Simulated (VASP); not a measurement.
Crystal: Ru.

```
CELL_PARAMETERS angstrom
2.70580 0.00000 0.00000
-1.35290 2.34329 0.00000
0.00000 0.00000 4.28190
ATOMIC_POSITIONS crystal
Ru 0.66667 0.33333 0.75000
Ru 0.33333 0.66667 0.25000
```

Base run:

- Program: VASP 6.6.1
- Functional: r2SCAN
- Dispersion: rVV10
- Potentials or basis: VASP PAW PBE potentials, release 64 (Ru_sv)
- Cutoff: 620 eV
- k mesh: 11 × 11 × 6
- Occupations: fermi-dirac, width 0.05 eV
- Spin: no spin polarisation

Its results: band gap on the k mesh zero (bands 16 and 17 overlap by 3.21 eV); pressure -4.2 GPa.

Q: The run is repeated on the same cell with these changes: dispersion from rVV10 to none; occupations from fermi-dirac, width 0.05 eV to tetrahedron. What comes out?

A: Band gap on the k mesh zero (bands 16 and 17 overlap by 3.20 eV); pressure -2.0 GPa.

Caveats: the PAW data sets were made with another functional, which shifts forces and pressure a little; the cell stands under tension (at least some runs); tetrahedron occupations give inexact forces and stress in metals (at least some runs).
